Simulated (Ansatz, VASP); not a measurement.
**Two plane-wave programs on CaO**

```xyz
2
Lattice="0.0000 2.4146 2.4146 2.4146 0.0000 2.4146 2.4146 2.4146 0.0000" Properties=species:S:1:pos:R:3 pbc="T T T"
Ca    0.0000    0.0000    0.0000
O     2.4146    2.4146    2.4146
```

Change from the starting cell: hydrostatic strain +0.7%.

Alike in both runs: task single point; functional r2SCAN; k mesh 10 × 10 × 10; no spin polarisation.

```csv
,VASP,Ansatz
version,VASP 6.6.1,Ansatz 0.2.0
potentials or method,"VASP PAW PBE potentials, release 64 (Ca_sv, O)","plane waves, PAW"
plane-wave cutoff (eV),520,500
occupations,"gaussian, width 0.01 eV",fixed
valence electrons in the cell,16,16
```

```csv
,VASP,Ansatz,Ansatz less VASP
gap on the k mesh at the Fermi level (eV),4.19,4.20,+0.011
pressure (GPa),-1.4,-2.4,-0.98
```

VASP's potentials were made for PBE, not for r2SCAN.
